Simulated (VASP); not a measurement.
# GaN (Pmmm) in VASP: notebook

The runs below take GaN through single point, with PBE.

Everything below comes from runs of VASP 6.6.1. Logs are shortened: lines on timing, memory, paths and dates and some standing lists are left out, and cuts for length are marked.

### Step 1. The cell of the first run

It takes space group Pmmm (No. 47, orthorhombic). Conventional cell: a = 2.995 Å, b = 3.211 Å, c = 7.588 Å, α = 90.00°, β = 90.00°, γ = 90.00°. Within 2.7 Å of Ga (site symmetry mm2) lie 4 N at 1.97 to 1.99 Å and 1 Ga at 2.61 Å. Ga (site symmetry mmm) has 4 N at 2.02 Å within 2.7 Å. Within 2.8 Å of N (site symmetry mm2) lie 4 Ga at 1.97 to 2.02 Å and 1 N at 2.70 Å. Within 2.6 Å of N (site symmetry mmm) lie 4 Ga at 1.99 Å.

The cell was generated, and may not be a known phase.

### Step 2. Single point, PBE

File INCAR:

```
SYSTEM = GaN
ALGO = Normal ; EDIFF = 1E-7
ENCUT = 520 ; GGA = PE
ISIF = 2 ; ISMEAR = 0
LASPH = .TRUE. ; LCHARG = .FALSE.
LREAL = .FALSE. ; LWAVE = .FALSE.
NBANDS = 36 ; NELM = 60
PREC = Accurate ; SIGMA = 0.1
```

File KPOINTS:

```
k-points
0
G
  12 12 6
  0 0 0
```

File POSCAR:

```
GaN
1.0
    2.9945670705      0.0000000000      0.0000000000
    0.0000000000      3.2106978999      0.0000000000
    0.0000000000      0.0000000000      7.5884179604
Ga N
3 3
Direct
    0.5000000000      0.5000000000      0.1722271354
    0.5000000000      0.5000000000      0.8277728646
    0.0000000000      0.0000000000      0.5000000000
    0.5000000000      0.0000000000      0.3218605297
    0.0000000000      0.5000000000      0.0000000000
    0.5000000000      0.0000000000      0.6781394703
```

Potentials or basis: VASP PAW PBE potentials, release 64 (Ga_d, N).

Run with:

```bash
> cat potpaw_PBE.64/Ga_d/POTCAR potpaw_PBE.64/N/POTCAR > POTCAR
> mpirun -np 1 vasp_std > vasp.out
```

OUTCAR:

```text
SYSTEM = GaN
   EDIFF = 1E-7
   ENCUT = 520
   GGA = PE
   ISIF = 2
   ISMEAR = 0
   LASPH = .TRUE.
   LREAL = .FALSE.
   NELM = 60
   PREC = Accurate

 ion  position               nearest neighbor table
   1  0.500  0.500  0.172-   4 1.97   4 1.97   5 1.99   5 1.99   2 2.61
   2  0.500  0.500  0.828-   6 1.97   6 1.97   5 1.99   5 1.99   1 2.61
   3  0.000  0.000  0.500-   4 2.02   6 2.02   4 2.02   6 2.02
   4  0.500  0.000  0.322-   1 1.97   1 1.97   3 2.02   3 2.02
   5  0.000  0.500  0.000-   1 1.99   2 1.99   1 1.99   2 1.99
   6  0.500  0.000  0.678-   2 1.97   2 1.97   3 2.02   3 2.02

  LATTYP: Found a simple orthorhombic cell.
 ALAT       =     2.9945670705
 B/A-ratio  =     1.0721743158
 C/A-ratio  =     2.5340617798

  Lattice vectors:

 A1 = (   2.9945670705,   0.0000000000,   0.0000000000)
 A2 = (   0.0000000000,   3.2106978999,   0.0000000000)
 A3 = (   0.0000000000,   0.0000000000,   7.5884179604)

Analysis of symmetry for initial positions (statically):
=====================================================================
 Subroutine PRICEL returns:
 Original cell was already a primitive cell.

 Routine SETGRP: Setting up the symmetry group for a
 simple orthorhombic supercell.

 Subroutine GETGRP returns: Found  8 space group operations
 (whereof  8 operations were pure point group operations)
 out of a pool of  8 trial point group operations.

The static configuration has the point symmetry D_2h.

Analysis of symmetry for dynamics (positions and initial velocities):
=====================================================================
 Subroutine PRICEL returns:
 Original cell was already a primitive cell.

 Routine SETGRP: Setting up the symmetry group for a
 simple orthorhombic supercell.

 Subroutine GETGRP returns: Found  8 space group operations
 (whereof  8 operations were pure point group operations)
 out of a pool of  8 trial point group operations.

The dynamic configuration has the point symmetry D_2h.

 Subroutine INISYM returns: Found  8 space group operations
 (whereof  8 operations are pure point group operations),
 and found     1 'primitive' translations

----------------------------------------------------------------------------------------

                                     Primitive cell

  volume of cell :      72.9600

  direct lattice vectors                    reciprocal lattice vectors
     2.994567071  0.000000000  0.000000000     0.333938087  0.000000000  0.000000000
     0.000000000  3.210697900  0.000000000     0.000000000  0.311458764  0.000000000
     0.000000000  0.000000000  7.588417960     0.000000000  0.000000000  0.131779773

  length of vectors
     2.994567071  3.210697900  7.588417960     0.333938087  0.311458764  0.131779773

  position of ions in fractional coordinates (direct lattice)
     0.500000000  0.500000000  0.172227135
     0.500000000  0.500000000  0.827772865
     0.000000000  0.000000000  0.500000000
     0.500000000  0.000000000  0.321860530
     0.000000000  0.500000000  0.000000000
     0.500000000  0.000000000  0.678139470

  ion indices of the primitive-cell ions
   primitive index   ion index
                 1           1
                 2           2
                 3           3
                 4           4
                 5           5
                 6           6

----------------------------------------------------------------------------------------

 KPOINTS: k-points

Automatic generation of k-mesh.
 Grid dimensions read from file:
 generate k-points for:   12   12    6

 Generating k-lattice:

  Cartesian coordinates                     Fractional coordinates (reciprocal lattice)
     0.027828174  0.000000000  0.000000000     0.083333333  0.000000000  0.000000000
     0.000000000  0.025954897  0.000000000     0.000000000  0.083333333  0.000000000
     0.000000000  0.000000000  0.021963296     0.000000000  0.000000000  0.166666667

  Length of vectors
     0.027828174  0.025954897  0.021963296

  Shift w.r.t. Gamma in fractional coordinates (k-lattice)
     0.000000000  0.000000000  0.000000000

 Subroutine IBZKPT returns following result:
 ===========================================

 Found    196 irreducible k-points:

 Following reciprocal coordinates:
            Coordinates               Weight
  0.000000  0.000000  0.000000      1.000000
  0.083333  0.000000  0.000000      2.000000
  0.166667  0.000000  0.000000      2.000000
  0.250000  0.000000  0.000000      2.000000
  0.333333  0.000000  0.000000      2.000000
  0.416667  0.000000  0.000000      2.000000
[... 16 lines left out ...]
  0.083333  0.250000  0.000000      4.000000
  0.166667  0.250000  0.000000      4.000000
 [... further k-points ...]
   k-points           NKPTS =    196   k-points in BZ     NKDIM =    196   number of bands    NBANDS=     36
   number of dos      NEDOS =    301   number of ions     NIONS =      6
   total plane-waves  NPLWV =  32256
   dimension x,y,z NGX =    24 NGY =   24 NGZ =   56
   dimension x,y,z NGXF=    48 NGYF=   48 NGZF=  112
   ions per type =               3   3
   NGX,Y,Z   is equivalent  to a cutoff of  13.32, 12.43, 12.27 a.u.
   NGXF,Y,Z  is equivalent  to a cutoff of  26.65, 24.85, 24.54 a.u.
 SYSTEM =  GaN
   PREC   = accura    normal or accurate (medium, high low for compatibility)
   ISTART =      0    job   : 0-new  1-cont  2-samecut
   ICHARG =      2    charge: 1-file 2-atom 10-const
   ISPIN  =      1    spin polarized calculation?
   LNONCOLLINEAR =      F non collinear calculations
   LSORBIT =      F    spin-orbit coupling
   LASPH  =      T    aspherical Exc in radial PAW
   ENCUT  =  520.0 eV  38.22 Ry    6.18 a.u.   5.57  5.97 14.11*2*pi/ulx,y,z
   NELM   =     60;   NELMIN=  2; NELMDL= -5     # of ELM steps
   EDIFF  = 0.1E-06   stopping-criterion for ELM
   LREAL  =      F    real-space projection
   EDIFFG = 0.1E-05   stopping-criterion for IOM
   NSW    =      0    number of steps for IOM
   IBRION =     -1    ionic relax: 0-MD 1-quasi-New 2-CG
   NFREE  =      0    steps in history (QN), initial steepest desc. (CG)
   ISIF   =      2    stress and relaxation
   ISYM   =      2    0-nonsym 1-usesym 2-fastsym
   POTIM  = 0.5000    time-step for ionic-motion
   TEBEG  =    0.0;   TEEND  =   0.0 temperature during run
   PSTRESS=    0.0 pullay stress
   NELECT =      54.0000    total number of electrons
   NUPDOWN=      -1.0000    fix difference up-down
   EMIN   =  10.00;   EMAX   =-10.00  energy-range for DOS
   EFERMI =   0.00;   METHOD = LEGACY
   ISMEAR =     0;   SIGMA  =   0.10  broadening in eV -4-tet -1-fermi 0-gaus
   EFERMI_NEDOS =   21; number of points for ismear=-14 and -15
   IALGO  =     38    algorithm
   IMIX   =      4    mixing-type and parameters
     AMIX     =   0.40;   BMIX     =  1.00
     AMIX_MAG =   1.60;   BMIX_MAG =  1.00
  volume/ion in A,a.u.               =      12.16        82.06
  Fermi-wavevector in a.u.,A,eV,Ry     =   1.480850  2.798401 29.836458  2.192918
  Thomas-Fermi vector in A             =   2.594833
   LORBIT       =      0    0 simple, 1 ext, 2 COOP (PROOUT), +10 PAW based schemes
   GGA     = PE    functional components
   LHFCALC =     F    Hartree Fock is set to
   AEXX    =    0.0000 exact exchange contribution
   IVDW    =     0    specifies the selected vdW correction
   LEPSILON=     F    determine dielectric tensor
   LRPA    =     F    only Hartree local field effects (RPA)
 non-spin polarized calculation
 Gauss-broadening in eV      SIGMA  =   0.10
  energy-cutoff  :      520.00
  volume of cell :       72.96
 maximum number of plane-waves:      1992
 NGX is ok and might be reduce to    24
   NGX = 11   NGY = 11   NGZ = 29

 number of electron      54.0000008 magnetization

 Free energy of the ion-electron system (eV)
  ---------------------------------------------------
  ext. energy  EPLUGINS =         0.00000000
  ---------------------------------------------------
  free energy    TOTEN  =       -33.58171646 eV

  energy without entropy =      -33.57632780  energy(sigma->0) =      -33.57902213

 E-fermi :   5.6225     XC(G=0): -11.3642

 val. band max:        5.6151702944   @ k =   0.3333   0.0000   0.0000
 cond. band min:       5.6248404410   @ k =   0.3333   0.0000   0.1667
 fundamental gap:      0.0096701466
 Fermi energy:         5.6225298697

 k-point     1 :       0.0000    0.0000    0.0000
  band No.  band energies     occupation
      1     -11.1228      2.00000
      2     -10.1940      2.00000
      3      -9.8984      2.00000
      4      -9.1905      2.00000
      5      -9.1028      2.00000
      6      -9.0256      2.00000
[... 28 lines left out ...]
     35      15.1644      0.00000
     36      15.8249      0.00000

 k-point     2 :       0.0833    0.0000    0.0000
  band No.  band energies     occupation
      1     -11.0539      2.00000
      2     -10.1822      2.00000
      3      -9.9458      2.00000
      4      -9.1901      2.00000
      5      -9.0999      2.00000
      6      -9.0351      2.00000
[... 28 lines left out ...]
     35      15.0325      0.00000
     36      15.6007      0.00000

 k-point     3 :       0.1667    0.0000    0.0000
  band No.  band energies     occupation
      1     -10.8579      2.00000
      2     -10.1563      2.00000
      3     -10.0568      2.00000
      4      -9.1926      2.00000
      5      -9.0917      2.00000
      6      -9.0595      2.00000
[... 28 lines left out ...]
     35      15.3442      0.00000
     36      15.5185      0.00000
[... 742 lines left out ...]
 k-point    23 :       0.0833    0.2500    0.0000
  band No.  band energies     occupation
      1     -10.8356      2.00000
      2     -10.1262      2.00000
      3      -9.8794      2.00000
      4      -9.1277      2.00000
      5      -9.1235      2.00000
      6      -9.0588      2.00000
[... 28 lines left out ...]
     35      14.4957      0.00000
     36      15.7568      0.00000

 k-point    24 :       0.1667    0.2500    0.0000
  band No.  band energies     occupation
      1     -10.6613      2.00000
      2     -10.1017      2.00000
      3      -9.9938      2.00000
      4      -9.1238      2.00000
      5      -9.1203      2.00000
      6      -9.0861      2.00000
[... 28 lines left out ...]
     35      14.2767      0.00000
     36      15.2287      0.00000

 [... further k-points ...]

------------------------ aborting loop because EDIFF is reached ----------------------------------------

  FORCE on cell =-STRESS in cart. coord.  units (eV):
  Direction    XX          YY          ZZ          XY          YZ          ZX
  --------------------------------------------------------------------------------------
  -------------------------------------------------------------------------------------
  Total        0.1562020      0.0059031      0.1113077     -0.0000000      0.0000000      0.0000000
  in kB        3.4301447      0.1296293      2.4442802     -0.0000000      0.0000000      0.0000000
  external PRESSURE =       2.0013514 kB  Pullay stress =       0.0000000 kB

 VOLUME and BASIS-vectors are now :
 -----------------------------------------------------------------------------
  energy-cutoff  :      520.00
  volume of cell :       72.96
      direct lattice vectors                 reciprocal lattice vectors
     2.994567071  0.000000000  0.000000000     0.333938087  0.000000000  0.000000000
     0.000000000  3.210697900  0.000000000     0.000000000  0.311458764  0.000000000
     0.000000000  0.000000000  7.588417960     0.000000000  0.000000000  0.131779773

 POSITION                                       TOTAL-FORCE (eV/Angst)
 -----------------------------------------------------------------------------------
      1.49728      1.60535      1.30693         0.000000      0.000000      0.013143
      1.49728      1.60535      6.28149         0.000000     -0.000000     -0.013143
      0.00000      0.00000      3.79421         0.000000      0.000000     -0.000000
      1.49728      0.00000      2.44241         0.000000      0.000000     -0.014513
      0.00000      1.60535      0.00000         0.000000      0.000000     -0.000000
      1.49728      0.00000      5.14601         0.000000      0.000000      0.014513
 -----------------------------------------------------------------------------------
    total drift:                                0.000000      0.000000      0.000000

  FREE ENERGIE OF THE ION-ELECTRON SYSTEM (eV)
  ---------------------------------------------------
  free  energy   TOTEN  =       -33.5817164567 eV

  energy  without entropy=      -33.5763277955  energy(sigma->0) =      -33.57902213
```

Run time: 4.1 min. Hardware: 1 thread of Intel Xeon 6975P-C (Granite Rapids), shared host; peak memory 0.46 GiB.

Results:

```
Free energy            : -33.5817 eV
Pressure               : 0.2 GPa
Largest force          : 0.015 eV/Å
Band gap on the k mesh : zero (bands 27 and 28 overlap by 0.74 eV)
```

Forces in eV/Å, atoms in the order of the input:
```
Ga   0.000  0.000  0.013
Ga   0.000  0.000 -0.013
Ga   0.000  0.000  0.000
N    0.000  0.000 -0.015
N    0.000  0.000  0.000
N    0.000  0.000  0.015
```

Stress tensor (GPa, compression positive):
```
0.34 0.00 0.00
0.00 0.01 0.00
0.00 0.00 0.24
```

Caveat: semilocal functionals underestimate gaps, and a narrow one can read as zero.

### Step 3. Single point, PBE, collinear spin, ferromagnetic start

This run uses another cell than the first one, of 9.75 Å³/atom.

File INCAR:

```
PREC = Accurate
ENCUT = 520
EDIFF = 1E-6
ISMEAR = 0
SIGMA = 0.1
LREAL = False
LASPH = True
NELM = 150
ALGO = Normal
ISIF = 2
LWAVE = False
LCHARG = False
ISPIN = 2
MAGMOM = 0 0 0 1 1 1
LORBIT = 11
GGA = PE
NBANDS = 40
```

File KPOINTS:

```
Automatic mesh
0
Gamma
  6 6 4
```

File POSCAR:

```
GaN
1.0
    2.7082774700      0.0000000000      0.0000000000
    0.0000000000      3.0570187300      0.0000000000
    0.0000000000      0.0000000000      7.0632873100
Ga N
3 3
Direct
    0.5000000000      0.5000000000      0.1780484600
    0.5000000000      0.5000000000      0.8219515400
    0.0000000000      0.0000000000      0.5000000000
    0.5000000000      0.0000000000      0.3219515400
    0.0000000000      0.5000000000      0.0000000000
    0.5000000000      0.0000000000      0.6780484600
```

Potentials or basis: VASP PAW PBE potentials, release 64 (Ga_d, N).

Run with:

```bash
> cat potpaw_PBE.64/Ga_d/POTCAR potpaw_PBE.64/N/POTCAR > POTCAR
> mpirun -np 1 vasp_std > vasp.out
```

Run time: 2.3 min. Hardware: 1 thread of Intel Xeon 6975P-C (Granite Rapids), shared host; peak memory 0.28 GiB.

Results (log left out):

```
Free energy                                           : -31.1480 eV
Pressure                                              : 59.1 GPa
Largest force                                         : 0.838 eV/Å
Band gap on the k mesh                                : zero (filled and empty bands overlap)
Net moment                                            : 0.00 μB per cell
Valence electrons inside the program's atomic spheres : Ga 12.24; N 3.90, 3.89 (each value once)
```

Forces on the atoms (eV/Å):
```
Ga   0.000  0.000 -0.646
Ga   0.000  0.000  0.646
Ga   0.000  0.000  0.000
N    0.000  0.000 -0.838
N    0.000  0.000  0.000
N    0.000  0.000  0.838
```

Stress tensor (GPa, compression positive):
```
77.20  0.00  0.00
 0.00 33.65  0.00
 0.00  0.00 66.37
```

Levels at points of the mesh, in eV from the Fermi level:
Spin up:
```csv
k point,band 24,band 25,band 26,band 27,band 28,band 29,band 30,band 31
"(0.00, 0.00, 0.00)",-1.43,-0.96,-0.77,-0.56,0.43,3.61,4.87,6.60
"(0.50, 0.00, 0.00)",-2.59,-2.25,-2.20,0.06,2.41,5.45,5.63,5.68
"(0.00, 0.50, 0.00)",-2.74,-1.84,-1.20,-0.04,0.54,5.94,7.12,8.03
"(0.50, 0.50, 0.00)",-5.63,-5.01,-2.16,-1.74,-1.25,5.05,5.07,5.96
"(0.00, 0.00, 0.50)",-2.38,-1.87,-0.39,0.02,1.36,2.63,5.37,7.23
"(0.50, 0.00, 0.50)",-2.49,-2.37,-0.94,0.06,3.31,4.16,5.57,7.54
"(0.00, 0.50, 0.50)",-1.84,-1.35,-1.20,-0.04,1.61,5.90,5.97,7.78
"(0.50, 0.50, 0.50)",-5.27,-5.20,-2.16,-2.05,-0.41,2.59,4.91,5.81
```
Spin down:
```
           k point  band 24  band 25  band 26  band 27  band 28  band 29  band 30  band 31
(0.00, 0.00, 0.00)    -1.43    -0.96    -0.77    -0.56     0.43     3.61     4.87     6.60
(0.50, 0.00, 0.00)    -2.59    -2.25    -2.20     0.06     2.41     5.45     5.63     5.68
(0.00, 0.50, 0.00)    -2.74    -1.84    -1.20    -0.04     0.54     5.94     7.12     8.03
(0.50, 0.50, 0.00)    -5.63    -5.01    -2.16    -1.74    -1.25     5.05     5.07     5.96
(0.00, 0.00, 0.50)    -2.38    -1.87    -0.39     0.02     1.36     2.63     5.37     7.23
(0.50, 0.00, 0.50)    -2.49    -2.37    -0.94     0.06     3.31     4.16     5.57     7.54
(0.00, 0.50, 0.50)    -1.84    -1.35    -1.20    -0.04     1.61     5.90     5.97     7.78
(0.50, 0.50, 0.50)    -5.27    -5.20    -2.16    -2.05    -0.41     2.59     4.91     5.81
```

Caveat: the k points lie up to 0.39 Å⁻¹ apart, too coarse for converged energies and pressures of a metal.
